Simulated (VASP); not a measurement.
# SnSe2 (P-3m1) in VASP: density of states with PBEsol+D3(BJ)

Aim: the density of states of SnSe2 with PBEsol+D3(BJ).

All numbers are computed with VASP 6.6.1; they aren't measurements. Logs are shortened: lines on timing, memory, paths and dates and some standing lists are left out, and cuts for length are marked.

## Step 1: The cell of the first run

Symmetry: P-3m1, No. 164, trigonal system. Conventional cell: a = 3.790 Å, b = 3.790 Å, c = 5.768 Å, α = 90.00°, β = 90.00°, γ = 120.00°. Within 3.6 Å of Sn (site symmetry -3m) lie 6 Se at 2.70 Å. Within 3.6 Å of Se (site symmetry 3m) lie 3 Sn at 2.70 Å and 3 Se at 3.39 Å.

## Step 2: Density of states, PBEsol+D3(BJ)

The input, POSCAR:

```
SnSe2
1.0
    3.7901361789      0.0000000000      0.0000000000
   -1.8950680894      3.2823542147      0.0000000000
    0.0000000000      0.0000000000      5.7679520394
Sn Se
1 2
Direct
    0.0000000000      0.0000000000      0.0000000000
    0.3333333333      0.6666666667      0.2750013245
    0.6666666667      0.3333333333      0.7249986755
```

The input, INCAR.step1:

```
PREC = Accurate ; ENCUT = 520
EDIFF = 1E-6 ; ISMEAR = 0
SIGMA = 0.02 ; LREAL = False
LASPH = True ; NELM = 100
ALGO = Normal ; ISIF = 2
LWAVE = False ; LCHARG = True
GGA = PS ; IVDW = 12
NBANDS = 20
```

The input, KPOINTS.step1:

```
Automatic mesh
0
Gamma
  12 12 6
```

The input, INCAR.step2:

```
PREC = Accurate ; ENCUT = 520
EDIFF = 1E-6 ; ISMEAR = -5
SIGMA = 0.02 ; LREAL = False
LASPH = True ; NELM = 100
ALGO = Normal ; ISIF = 2
LWAVE = False ; LCHARG = False
GGA = PS ; IVDW = 12
LORBIT = 11 ; NEDOS = 1001
ICHARG = 11
```

The input, KPOINTS.step2:

```
Automatic mesh
0
Gamma
  18 18 9
```

Potentials or basis: VASP PAW PBE potentials, release 64 (Sn_d, Se).

Command:

```bash
$ cat potpaw_PBE.64/Sn_d/POTCAR potpaw_PBE.64/Se/POTCAR > POTCAR
$ cp INCAR.step1 INCAR
$ cp KPOINTS.step1 KPOINTS
$ mpirun -np 1 vasp_std > vasp.out
$ cp INCAR.step2 INCAR
$ cp KPOINTS.step2 KPOINTS
$ mpirun -np 1 vasp_std > vasp.out
```

OUTCAR:

```text
PREC = Accurate
   ENCUT = 520
   EDIFF = 1E-6
   ISMEAR = -5
   LREAL = False
   LASPH = True
   NELM = 100
   ISIF = 2
   GGA = PS
   IVDW = 12
   LORBIT = 11
   ICHARG = 11
 IVDW          = 12

 ion  position               nearest neighbor table
   1  0.000  0.000  0.000-   2 2.70   3 2.70   2 2.70   3 2.70   3 2.70   2 2.70
   2  0.333  0.667  0.275-   1 2.70   1 2.70   1 2.70
   3  0.667  0.333  0.725-   1 2.70   1 2.70   1 2.70

  LATTYP: Found a hexagonal cell.
 ALAT       =     3.7901361789
 C/A-ratio  =     1.5218324005

  Lattice vectors:

 A1 = (   3.7901361789,   0.0000000000,   0.0000000000)
 A2 = (  -1.8950680894,   3.2823542147,   0.0000000000)
 A3 = (   0.0000000000,   0.0000000000,   5.7679520394)

Analysis of symmetry for initial positions (statically):
=====================================================================
 Subroutine PRICEL returns:
 Original cell was already a primitive cell.

 Routine SETGRP: Setting up the symmetry group for a
 hexagonal supercell.

 Subroutine GETGRP returns: Found 12 space group operations
 (whereof 12 operations were pure point group operations)
 out of a pool of 24 trial point group operations.

The static configuration has the point symmetry D_3d.

Analysis of symmetry for dynamics (positions and initial velocities):
=====================================================================
 Subroutine PRICEL returns:
 Original cell was already a primitive cell.

 Routine SETGRP: Setting up the symmetry group for a
 hexagonal supercell.

 Subroutine GETGRP returns: Found 12 space group operations
 (whereof 12 operations were pure point group operations)
 out of a pool of 24 trial point group operations.

The dynamic configuration has the point symmetry D_3d.

 Subroutine INISYM returns: Found 12 space group operations
 (whereof 12 operations are pure point group operations),
 and found     1 'primitive' translations

----------------------------------------------------------------------------------------

                                     Primitive cell

  volume of cell :      71.7566

  direct lattice vectors                    reciprocal lattice vectors
     3.790136179  0.000000000  0.000000000     0.263842763  0.152329690  0.000000000
    -1.895068089  3.282354215  0.000000000     0.000000000  0.304659380  0.000000000
     0.000000000  0.000000000  5.767952039     0.000000000  0.000000000  0.173371761

  length of vectors
     3.790136179  3.790136179  5.767952039     0.304659380  0.304659380  0.173371761

  position of ions in fractional coordinates (direct lattice)
     0.000000000  0.000000000  0.000000000
     0.333333333  0.666666667  0.275001325
     0.666666667  0.333333333  0.724998675

  ion indices of the primitive-cell ions
   primitive index   ion index
                 1           1
                 2           2
                 3           3

----------------------------------------------------------------------------------------

 KPOINTS: Automatic mesh

Automatic generation of k-mesh.
 Grid dimensions read from file:
 generate k-points for:   18   18    9

 Generating k-lattice:

  Cartesian coordinates                     Fractional coordinates (reciprocal lattice)
     0.014657931  0.008462761  0.000000000     0.055555556 -0.000000000  0.000000000
     0.000000000  0.016925521  0.000000000     0.000000000  0.055555556  0.000000000
     0.000000000  0.000000000  0.019263529     0.000000000  0.000000000  0.111111111

  Length of vectors
     0.016925521  0.016925521  0.019263529

  Shift w.r.t. Gamma in fractional coordinates (k-lattice)
     0.000000000  0.000000000  0.000000000

 TETIRR: Found   4263 inequivalent tetrahedra from    17496

 Subroutine IBZKPT returns following result:
 ===========================================

 Found    293 irreducible k-points:

 Following reciprocal coordinates:
            Coordinates               Weight
  0.000000  0.000000  0.000000      1.000000
  0.055556  0.000000  0.000000      6.000000
  0.111111  0.000000  0.000000      6.000000
  0.166667  0.000000  0.000000      6.000000
  0.222222  0.000000  0.000000      6.000000
  0.277778  0.000000  0.000000      6.000000
[... 16 lines left out ...]
  0.333333  0.111111  0.000000     12.000000
  0.388889  0.111111  0.000000     12.000000
 [... further k-points ...]
   k-points           NKPTS =    293   k-points in BZ     NKDIM =    293   number of bands    NBANDS=     17
   number of dos      NEDOS =   1001   number of ions     NIONS =      3
   total plane-waves  NPLWV =  37632
   dimension x,y,z NGX =    28 NGY =   28 NGZ =   48
   dimension x,y,z NGXF=    56 NGYF=   56 NGZF=   96
   ions per type =               1   2
   NGX,Y,Z   is equivalent  to a cutoff of  12.28, 12.28, 13.83 a.u.
   NGXF,Y,Z  is equivalent  to a cutoff of  24.56, 24.56, 27.67 a.u.
 SYSTEM =  unknown system
   PREC   = accura    normal or accurate (medium, high low for compatibility)
   ISTART =      0    job   : 0-new  1-cont  2-samecut
   ICHARG =     11    charge: 1-file 2-atom 10-const
   ISPIN  =      1    spin polarized calculation?
   LNONCOLLINEAR =      F non collinear calculations
   LSORBIT =      F    spin-orbit coupling
   LASPH  =      T    aspherical Exc in radial PAW
   ENCUT  =  520.0 eV  38.22 Ry    6.18 a.u.   7.05  7.05 10.72*2*pi/ulx,y,z
   NELM   =    100;   NELMIN=  2; NELMDL=  0     # of ELM steps
   EDIFF  = 0.1E-05   stopping-criterion for ELM
   LREAL  =      F    real-space projection
   EDIFFG = 0.1E-04   stopping-criterion for IOM
   NSW    =      0    number of steps for IOM
   IBRION =     -1    ionic relax: 0-MD 1-quasi-New 2-CG
   NFREE  =      0    steps in history (QN), initial steepest desc. (CG)
   ISIF   =      2    stress and relaxation
   ISYM   =      2    0-nonsym 1-usesym 2-fastsym
   POTIM  = 0.5000    time-step for ionic-motion
   TEBEG  =    0.0;   TEEND  =   0.0 temperature during run
   PSTRESS=    0.0 pullay stress
   NELECT =      26.0000    total number of electrons
   NUPDOWN=      -1.0000    fix difference up-down
   EMIN   =  10.00;   EMAX   =-10.00  energy-range for DOS
   EFERMI =   0.00;   METHOD = LEGACY
   ISMEAR =    -5;   SIGMA  =   0.02  broadening in eV -4-tet -1-fermi 0-gaus
   EFERMI_NEDOS =   21; number of points for ismear=-14 and -15
   IALGO  =     38    algorithm
   IMIX   =      4    mixing-type and parameters
     AMIX     =   0.40;   BMIX     =  1.00
     AMIX_MAG =   1.60;   BMIX_MAG =  1.00
  volume/ion in A,a.u.               =      23.92       161.41
  Fermi-wavevector in a.u.,A,eV,Ry     =   1.167111  2.205519 18.533134  1.362147
  Thomas-Fermi vector in A             =   2.303615
   LORBIT       =     11    0 simple, 1 ext, 2 COOP (PROOUT), +10 PAW based schemes
   GGA     = PS    functional components
   LHFCALC =     F    Hartree Fock is set to
   AEXX    =    0.0000 exact exchange contribution
   IVDW    =    12    specifies the selected vdW correction
   LEPSILON=     F    determine dielectric tensor
   LRPA    =     F    only Hartree local field effects (RPA)
 non-spin polarized calculation
 Fermi weights with tetrahedron method with Bloechl corrections
  energy-cutoff  :      520.00
  volume of cell :       71.76
 maximum number of plane-waves:      1949

 number of electron      25.9999999 magnetization

 Free energy of the ion-electron system (eV)
  ---------------------------------------------------
  ext. energy  EPLUGINS =         0.00000000
  ---------------------------------------------------
  free energy    TOTEN  =       -12.94444127 eV

  energy without entropy =      -12.94444127  energy(sigma->0) =      -12.94444127

 E-fermi :   5.2998     XC(G=0): -10.0915

 val. band max:        5.2785711303   @ k =   0.0556   0.0556   0.0000
 cond. band min:       5.3458282580   @ k =   0.0000   0.3889   0.3333
 fundamental gap:      0.0672571277
 Fermi energy:         5.2997998785

 k-point     1 :       0.0000    0.0000    0.0000
  band No.  band energies     occupation
      1     -16.2754      2.00000
      2     -16.2754      2.00000
      3     -16.2292      2.00000
      4     -16.2165      2.00000
      5     -16.2165      2.00000
      6      -9.2599      2.00000
[... 9 lines left out ...]
     16       9.6200      0.00000
     17       9.6200      0.00000

 k-point     2 :       0.0556    0.0000    0.0000
  band No.  band energies     occupation
      1     -16.2769      2.00000
      2     -16.2742      2.00000
      3     -16.2283      2.00000
      4     -16.2173      2.00000
      5     -16.2163      2.00000
      6      -9.2283      2.00000
[... 9 lines left out ...]
     16       9.4614      0.00000
     17       9.6623      0.00000

 k-point     3 :       0.1111    0.0000    0.0000
  band No.  band energies     occupation
      1     -16.2814      2.00000
      2     -16.2709      2.00000
      3     -16.2258      2.00000
      4     -16.2193      2.00000
      5     -16.2156      2.00000
      6      -9.1343      2.00000
[... 9 lines left out ...]
     16       9.2100      0.00000
     17       9.7702      0.00000

 k-point     4 :       0.1667    0.0000    0.0000
  band No.  band energies     occupation
      1     -16.2887      2.00000
      2     -16.2663      2.00000
      3     -16.2251      2.00000
      4     -16.2187      2.00000
      5     -16.2140      2.00000
      6      -8.9804      2.00000
[... 9 lines left out ...]
     16       9.5339      0.00000
     17       9.8909      0.00000
[... 343 lines left out ...]
      1     -16.3154      2.00000
      2     -16.2604      2.00000
      3     -16.2328      2.00000
      4     -16.2083      2.00000
      5     -16.1952      2.00000
      6      -8.1500      2.00000
[... 9 lines left out ...]
     16       9.9000      0.00000
     17      10.7223      0.00000

 k-point    23 :       0.3333    0.1111    0.0000
  band No.  band energies     occupation
      1     -16.3223      2.00000
      2     -16.2599      2.00000
      3     -16.2352      2.00000
      4     -16.2026      2.00000
      5     -16.1921      2.00000
      6      -7.8603      2.00000
[... 9 lines left out ...]
     16       9.7449      0.00000
     17      10.6400      0.00000

 k-point    24 :       0.3889    0.1111    0.0000
  band No.  band energies     occupation
      1     -16.3269      2.00000
      2     -16.2597      2.00000
      3     -16.2367      2.00000
      4     -16.1975      2.00000
      5     -16.1911      2.00000
      6      -7.6088      2.00000
[... 9 lines left out ...]
     16       9.6163      0.00000
     17      10.6090      0.00000

 [... further k-points ...]

------------------------ aborting loop because EDIFF is reached ----------------------------------------

 Edisp (eV)   -1.06407

 E8    (eV) :    -0.7012

  FORCE on cell =-STRESS in cart. coord.  units (eV):
  Direction    XX          YY          ZZ          XY          YZ          ZX
  --------------------------------------------------------------------------------------
  -------------------------------------------------------------------------------------
  Total       0.05243     0.05243     0.04777     0.00000    -0.00000    -0.00000
  in kB       1.17055     1.17055     1.06667     0.00000    -0.00000    -0.00000
  external pressure =        1.14 kB  Pullay stress =        0.00 kB

 VOLUME and BASIS-vectors are now :
 -----------------------------------------------------------------------------
  energy-cutoff  :      520.00
  volume of cell :       71.76
      direct lattice vectors                 reciprocal lattice vectors
     3.790136179  0.000000000  0.000000000     0.263842763  0.152329690  0.000000000
    -1.895068089  3.282354215  0.000000000     0.000000000  0.304659380  0.000000000
     0.000000000  0.000000000  5.767952039     0.000000000  0.000000000  0.173371761

 POSITION                                       TOTAL-FORCE (eV/Angst)
 -----------------------------------------------------------------------------------
      0.00000      0.00000      0.00000        -0.000000      0.000000     -0.000000
     -0.00000      2.18824      1.58619        -0.000000      0.000000      0.019978
      1.89507      1.09412      4.18176         0.000000      0.000000     -0.019978
 -----------------------------------------------------------------------------------
    total drift:                               -0.000000     -0.000000      0.000000

  FREE ENERGIE OF THE ION-ELECTRON SYSTEM (eV)
  ---------------------------------------------------
  free  energy   TOTEN  =       -14.0085136886 eV

  energy  without entropy=      -14.0085136886  energy(sigma->0) =      -14.00851369

 total charge

# of ion       s       p       d       tot
------------------------------------------
    1        1.069   1.046  10.105  12.220
    2        1.491   2.294   0.032   3.817
    3        1.491   2.294   0.032   3.817
--------------------------------------------------
tot          4.051   5.634  10.170  19.854
```

Wall time 2.4 min (1 thread of Intel Xeon 6975P-C (Granite Rapids), shared host); peak memory 0.47 GiB.

What came out:

- Valence electrons inside the program's atomic spheres: Sn 12.22; Se 3.82
- Dispersion energy per atom: -0.355 eV

Levels at points of the mesh, in eV from the valence-band top:
```
           k point  band 10  band 11  band 12  band 13  band 14  band 15  band 16  band 17
(0.00, 0.00, 0.00)    -0.95    -0.88    -0.88    -0.17     0.54     2.67     4.34     4.34
(0.50, 0.00, 0.00)    -3.85    -3.11    -2.30    -0.53     1.07     3.19     4.42     4.49
```

Caveat: the PAW data sets were made with another functional, which shifts forces and pressure a little; spin-orbit coupling is left out, which moves the levels of the heavy elements.
